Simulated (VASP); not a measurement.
# TePb (Fm-3m) in VASP: further runs, part 2 of 2

VASP 6.6.1. The steps go on from the part before.

### 4 Single point, PBEsol (volume scaled by 0.94)

File INCAR:

```
  PREC = Accurate
  ENCUT = 520
  EDIFF = 1E-6
  ISMEAR = -1
  SIGMA = 0.03
  LREAL = False
  LASPH = True
  NELM = 80
  ALGO = Normal
  ISIF = 2
  LWAVE = False
  LCHARG = False
  GGA = PS
  NBANDS = 17
```

File KPOINTS:

```
regular mesh
0
Gamma
  10 10 10
```

File POSCAR:

```
TePb
1.0
    0.0000000000      3.1611243728      3.1611243728
    3.1611243728      0.0000000000      3.1611243728
    3.1611243728      3.1611243728      0.0000000000
Te Pb
1 1
Direct
    0.5000000000      0.5000000000      0.5000000000
    0.0000000000      0.0000000000      0.0000000000
```

Potentials or basis: VASP PAW PBE potentials, release 64 (Te, Pb_d).

Command:

```
> cat potpaw_PBE.64/Te/POTCAR potpaw_PBE.64/Pb_d/POTCAR > POTCAR
> mpirun -np 1 vasp_std > vasp.out
```

OUTCAR:

```text
PREC = Accurate
   ENCUT = 520
   EDIFF = 1E-6
   ISMEAR = -1
   LREAL = False
   LASPH = True
   NELM = 80
   ISIF = 2
   GGA = PS

 ion  position               nearest neighbor table
   1  0.500  0.500  0.500-   2 3.16   2 3.16   2 3.16   2 3.16   2 3.16   2 3.16
   2  0.000  0.000  0.000-   1 3.16   1 3.16   1 3.16   1 3.16   1 3.16   1 3.16

  LATTYP: Found a face centered cubic cell.
 ALAT       =     6.3222487456

  Lattice vectors:

 A1 = (   0.0000000000,   3.1611243728,   3.1611243728)
 A2 = (   3.1611243728,   0.0000000000,   3.1611243728)
 A3 = (   3.1611243728,   3.1611243728,   0.0000000000)

Analysis of symmetry for initial positions (statically):
=====================================================================
 Subroutine PRICEL returns:
 Original cell was already a primitive cell.

 Routine SETGRP: Setting up the symmetry group for a
 face centered cubic supercell.

 Subroutine GETGRP returns: Found 48 space group operations
 (whereof 48 operations were pure point group operations)
 out of a pool of 48 trial point group operations.

The static configuration has the point symmetry O_h .

Analysis of symmetry for dynamics (positions and initial velocities):
=====================================================================
 Subroutine PRICEL returns:
 Original cell was already a primitive cell.

 Routine SETGRP: Setting up the symmetry group for a
 face centered cubic supercell.

 Subroutine GETGRP returns: Found 48 space group operations
 (whereof 48 operations were pure point group operations)
 out of a pool of 48 trial point group operations.

The dynamic configuration has the point symmetry O_h .

 Subroutine INISYM returns: Found 48 space group operations
 (whereof 48 operations are pure point group operations),
 and found     1 'primitive' translations

[... 111 lines left out ...]
   IALGO  =     38    algorithm
   IMIX   =      4    mixing-type and parameters
     AMIX     =   0.40;   BMIX     =  1.00
     AMIX_MAG =   1.60;   BMIX_MAG =  1.00
  volume/ion in A,a.u.               =      31.59       213.17
  Fermi-wavevector in a.u.,A,eV,Ry     =   1.115749  2.108460 16.937842  1.244896
  Thomas-Fermi vector in A             =   2.252357
   LORBIT       =      0    0 simple, 1 ext, 2 COOP (PROOUT), +10 PAW based schemes
   GGA     = PS    functional components
   LHFCALC =     F    Hartree Fock is set to
   AEXX    =    0.0000 exact exchange contribution
   IVDW    =     0    specifies the selected vdW correction
   LEPSILON=     F    determine dielectric tensor
   LRPA    =     F    only Hartree local field effects (RPA)
 non-spin polarized calculation
  energy-cutoff  :      520.00
  volume of cell :       63.18
 maximum number of plane-waves:      1724
 NGX is ok and might be reduce to    36
   NGX = 17   NGY = 17   NGZ = 17

 number of electron      19.9999998 magnetization

 Free energy of the ion-electron system (eV)
  ---------------------------------------------------
  ext. energy  EPLUGINS =         0.00000000
  ---------------------------------------------------
  free energy    TOTEN  =        -8.22720659 eV

  energy without entropy =       -8.22720573  energy(sigma->0) =       -8.22720616

 E-fermi :   6.6162     XC(G=0):  -9.7663

 val. band max:        6.3582213420   @ k =   0.5000   0.0000   0.0000
 cond. band min:       6.8738530140   @ k =   0.5000   0.0000   0.0000
 fundamental gap:      0.5156316720
 Fermi energy:         6.6161631778

 k-point     1 :       0.0000    0.0000    0.0000
  band No.  band energies     occupation
      1     -10.4158      2.00000
      2     -10.4158      2.00000
      3     -10.3993      2.00000
      4     -10.3993      2.00000
      5     -10.3993      2.00000
      6      -6.2683      2.00000
[... 457 lines left out ...]
      4     -10.3733      2.00000
      5     -10.3719      2.00000
      6      -4.8432      2.00000
[... 9 lines left out ...]
     16      16.0627      0.00000
     17      16.5469      0.00000

 [... further k-points ...]

------------------------ aborting loop because EDIFF is reached ----------------------------------------

  FORCE on cell =-STRESS in cart. coord.  units (eV):
  Direction    XX          YY          ZZ          XY          YZ          ZX
  --------------------------------------------------------------------------------------
  -------------------------------------------------------------------------------------
  Total        1.1263006      1.1263006      1.1263006      0.0000000     -0.0000000     -0.0000000
  in kB       28.5634168     28.5634168     28.5634168      0.0000000     -0.0000000     -0.0000000
  external PRESSURE =      28.5634168 kB  Pullay stress =       0.0000000 kB

 VOLUME and BASIS-vectors are now :
 -----------------------------------------------------------------------------
  energy-cutoff  :      520.00
  volume of cell :       63.18
      direct lattice vectors                 reciprocal lattice vectors
     0.000000000  3.161124373  3.161124373    -0.158171568  0.158171568  0.158171568
     3.161124373  0.000000000  3.161124373     0.158171568 -0.158171568  0.158171568
     3.161124373  3.161124373  0.000000000     0.158171568  0.158171568 -0.158171568

 POSITION                                       TOTAL-FORCE (eV/Angst)
 -----------------------------------------------------------------------------------
      3.16112      3.16112      3.16112         0.000000     -0.000000      0.000000
      0.00000      0.00000      0.00000        -0.000000      0.000000     -0.000000
 -----------------------------------------------------------------------------------
    total drift:                               -0.000000      0.000000      0.000000

  FREE ENERGIE OF THE ION-ELECTRON SYSTEM (eV)
  ---------------------------------------------------
  free  energy   TOTEN  =        -8.2272065856 eV

  energy  without entropy=       -8.2272057264  energy(sigma->0) =       -8.22720616
```

Wall time 63 s (1 thread of Intel Xeon Platinum 8375C at 2.90GHz (Ice Lake), shared host); peak memory 0.22 GiB.

Results:

```yaml
Free_energy: -8.2272 eV
Pressure: 2.9 GPa
Band_gap_on_the_k_mesh: 0.52 eV, direct
```

Levels at points of the mesh, in eV from the valence-band top:
```tsv
k point	band 6	band 7	band 8	band 9	band 10	band 11	band 12	band 13	band 14	band 15
(0.00, 0.00, 0.00)	-12.63	-5.46	-1.61	-1.61	-1.61	4.10	4.10	4.10	5.58	5.58
(0.50, 0.00, 0.00)	-11.00	-9.00	-1.10	-1.10	0.00	0.52	1.05	1.05	8.35	9.19
(0.50, 0.50, 0.00)	-10.68	-7.44	-5.08	-3.22	-3.22	2.90	5.68	5.68	7.05	10.26
```

Caveat: the PAW data sets were made with another functional, which shifts forces and pressure a little; spin-orbit coupling is left out, which moves the levels of the heavy elements.

### 5 Single point, PBEsol (volume scaled by 0.98)

File INCAR:

```
PREC     = Accurate       # precision mode
ENCUT    = 520            # plane-wave cutoff, eV
EDIFF    = 1E-6           # SCF threshold, eV
ISMEAR   = -1             # smearing method
SIGMA    = 0.03           # smearing width, eV
LREAL    = False          # projectors in reciprocal space
LASPH    = True           # aspherical terms in the spheres
NELM     = 100            # most SCF steps
ALGO     = Normal         # electronic algorithm
ISIF     = 2              # what is computed and relaxed
LWAVE    = False          # write WAVECAR
LCHARG   = True           # write CHGCAR
GGA      = PS             # functional
LELF     = True           # ELF
LVHAR    = True         
NBANDS   = 17             # bands
```

File KPOINTS:

```
Automatic mesh
0
Gamma
  10 10 10
```

File POSCAR:

```
TePb
1.0
    0.0000000000      3.2053416293      3.2053416293
    3.2053416293      0.0000000000      3.2053416293
    3.2053416293      3.2053416293      0.0000000000
Te Pb
1 1
Direct
    0.5000000000      0.5000000000      0.5000000000
    0.0000000000      0.0000000000      0.0000000000
```

Potentials or basis: VASP PAW PBE potentials, release 64 (Te, Pb_d).

Command:

```
> cat potpaw_PBE.64/Te/POTCAR potpaw_PBE.64/Pb_d/POTCAR > POTCAR
> mpirun -np 1 vasp_std > vasp.out
```

OUTCAR:

```text
PREC = Accurate
   ENCUT = 520
   EDIFF = 1E-6
   ISMEAR = -1
   LREAL = False
   LASPH = True
   NELM = 100
   ISIF = 2
   GGA = PS

 ion  position               nearest neighbor table
   1  0.500  0.500  0.500-   2 3.21   2 3.21   2 3.21   2 3.21   2 3.21   2 3.21
   2  0.000  0.000  0.000-   1 3.21   1 3.21   1 3.21   1 3.21   1 3.21   1 3.21

  LATTYP: Found a face centered cubic cell.
 ALAT       =     6.4106832586

  Lattice vectors:

 A1 = (   0.0000000000,   3.2053416293,   3.2053416293)
 A2 = (   3.2053416293,   0.0000000000,   3.2053416293)
 A3 = (   3.2053416293,   3.2053416293,   0.0000000000)

Analysis of symmetry for initial positions (statically):
=====================================================================
 Subroutine PRICEL returns:
 Original cell was already a primitive cell.

 Routine SETGRP: Setting up the symmetry group for a
 face centered cubic supercell.

 Subroutine GETGRP returns: Found 48 space group operations
 (whereof 48 operations were pure point group operations)
 out of a pool of 48 trial point group operations.

The static configuration has the point symmetry O_h .

Analysis of symmetry for dynamics (positions and initial velocities):
=====================================================================
 Subroutine PRICEL returns:
 Original cell was already a primitive cell.

 Routine SETGRP: Setting up the symmetry group for a
 face centered cubic supercell.

 Subroutine GETGRP returns: Found 48 space group operations
 (whereof 48 operations were pure point group operations)
 out of a pool of 48 trial point group operations.

The dynamic configuration has the point symmetry O_h .

 Subroutine INISYM returns: Found 48 space group operations
 (whereof 48 operations are pure point group operations),
 and found     1 'primitive' translations

----------------------------------------------------------------------------------------

                                     Primitive cell
[... 104 lines left out ...]
   EMIN   =  10.00;   EMAX   =-10.00  energy-range for DOS
   EFERMI =   0.00;   METHOD = LEGACY
   ISMEAR =    -1;   SIGMA  =   0.03  broadening in eV -4-tet -1-fermi 0-gaus
   EFERMI_NEDOS =   21; number of points for ismear=-14 and -15
   IALGO  =     38    algorithm
   IMIX   =      4    mixing-type and parameters
     AMIX     =   0.40;   BMIX     =  1.00
     AMIX_MAG =   1.60;   BMIX_MAG =  1.00
  volume/ion in A,a.u.               =      32.93       222.24
  Fermi-wavevector in a.u.,A,eV,Ry     =   1.100358  2.079374 16.473755  1.210787
  Thomas-Fermi vector in A             =   2.236767
   LORBIT       =      0    0 simple, 1 ext, 2 COOP (PROOUT), +10 PAW based schemes
   GGA     = PS    functional components
   LHFCALC =     F    Hartree Fock is set to
   AEXX    =    0.0000 exact exchange contribution
   IVDW    =     0    specifies the selected vdW correction
   LEPSILON=     F    determine dielectric tensor
   LRPA    =     F    only Hartree local field effects (RPA)
 non-spin polarized calculation
  energy-cutoff  :      520.00
  volume of cell :       65.86
 maximum number of plane-waves:      1807
 NGX is ok and might be reduce to    36
   NGX = 17   NGY = 17   NGZ = 17

 number of electron      20.0000000 magnetization

 Free energy of the ion-electron system (eV)
  ---------------------------------------------------
  ext. energy  EPLUGINS =         0.00000000
  ---------------------------------------------------
  free energy    TOTEN  =        -8.25698070 eV

  energy without entropy =       -8.25698051  energy(sigma->0) =       -8.25698061

 E-fermi :   6.0865     XC(G=0):  -9.5775

 val. band max:        5.7779879115   @ k =   0.5000   0.0000   0.0000
 cond. band min:       6.3942737662   @ k =   0.5000   0.0000   0.0000
 fundamental gap:      0.6162858548
 Fermi energy:         6.0865161742

 k-point     1 :       0.0000    0.0000    0.0000
  band No.  band energies     occupation
      1     -10.8967      2.00000
      2     -10.8967      2.00000
      3     -10.8838      2.00000
      4     -10.8838      2.00000
      5     -10.8838      2.00000
      6      -6.4636      2.00000
[... 457 lines left out ...]
      4     -10.8619      2.00000
      5     -10.8607      2.00000
      6      -5.1442      2.00000
[... 9 lines left out ...]
     16      15.4540      0.00000
     17      15.9455      0.00000

 [... further k-points ...]
[... 5 lines left out ...]
  --------------------------------------------------------------------------------------
  -------------------------------------------------------------------------------------
  Total        0.2722020      0.2722020      0.2722020      0.0000000     -0.0000000      0.0000000
  in kB        6.6213866      6.6213866      6.6213866      0.0000000     -0.0000000      0.0000000
  external PRESSURE =       6.6213866 kB  Pullay stress =       0.0000000 kB

 VOLUME and BASIS-vectors are now :
 -----------------------------------------------------------------------------
  energy-cutoff  :      520.00
  volume of cell :       65.86
      direct lattice vectors                 reciprocal lattice vectors
     0.000000000  3.205341629  3.205341629    -0.155989613  0.155989613  0.155989613
     3.205341629  0.000000000  3.205341629     0.155989613 -0.155989613  0.155989613
     3.205341629  3.205341629  0.000000000     0.155989613  0.155989613 -0.155989613

 POSITION                                       TOTAL-FORCE (eV/Angst)
 -----------------------------------------------------------------------------------
      3.20534      3.20534      3.20534        -0.000000      0.000000     -0.000000
      0.00000      0.00000      0.00000         0.000000      0.000000      0.000000
 -----------------------------------------------------------------------------------
    total drift:                               -0.000000      0.000000      0.000000

  FREE ENERGIE OF THE ION-ELECTRON SYSTEM (eV)
  ---------------------------------------------------
  free  energy   TOTEN  =        -8.2569807032 eV

  energy  without entropy=       -8.2569805122  energy(sigma->0) =       -8.25698061
```

stdout:

```text
POSCAR found type information on POSCAR TePb
 POSCAR found :  2 types and       2 ions
 scaLAPACK will be used
 -----------------------------------------------------------------------------
|                                                                             |
|                                                                             |
|     You enforced a specific xc type in the INCAR file but a different       |
|     I HOPE YOU KNOW WHAT YOU ARE DOING!                                     |
|                                                                             |
 -----------------------------------------------------------------------------

 LDA part: xc-table for (Slater+PW92), standard interpolation
 POSCAR, INCAR and KPOINTS ok, starting setup
 FFT: planning ... GRIDC
 FFT: planning ... GRID_SOFT
 FFT: planning ... GRID
 WAVECAR not read
 entering main loop
```

Run time: 58 s. Hardware: 1 thread of Intel Xeon Platinum 8375C at 2.90GHz (Ice Lake), shared host; peak memory 0.23 GiB.

Results:

```
Free energy            : -8.2570 eV
Pressure               : 0.7 GPa
Band gap on the k mesh : 0.62 eV, direct
```

Levels at points of the mesh, in eV from the valence-band top:
| k point | band 8 | band 9 | band 10 | band 11 | band 12 | band 13 |
| --- | --- | --- | --- | --- | --- | --- |
| (0.00, 0.00, 0.00) | -1.43 | -1.43 | -1.43 | 4.08 | 4.08 | 4.08 |
| (0.50, 0.00, 0.00) | -0.95 | -0.95 | 0.00 | 0.62 | 1.18 | 1.18 |
| (0.50, 0.50, 0.00) | -4.72 | -2.95 | -2.95 | 3.10 | 5.54 | 5.54 |

Caveat: the PAW data sets were made with another functional, which shifts forces and pressure a little; spin-orbit coupling is left out, which moves the levels of the heavy elements. A k mesh can miss the band edges.

### 6 Overview

```csv
cell,gap on the mesh (eV),pressure (GPa)
"a = 4.594 Å, angles 60.0°, 2 atoms",0.70,-1.1
"a = 4.653 Å, angles 60.0°, 2 atoms",0.78,-2.5
"a = 4.471 Å, angles 60.0°, 2 atoms",0.52,2.9
"a = 4.533 Å, angles 60.0°, 2 atoms",0.62,0.7
```

Alike in all rows: task single point; level PBEsol; potentials or basis VASP PAW PBE potentials, release 64 (Te, Pb_d); no spin polarisation; k mesh 10 × 10 × 10; cutoff (eV) 520; smearing fermi-dirac 0.03 eV.

Caveats: the PAW data sets were made with another functional, which shifts forces and pressure a little; spin-orbit coupling is left out, which moves the levels of the heavy elements.

Total energies depend on the potentials used, so only differences within one code and one set of settings carry meaning.
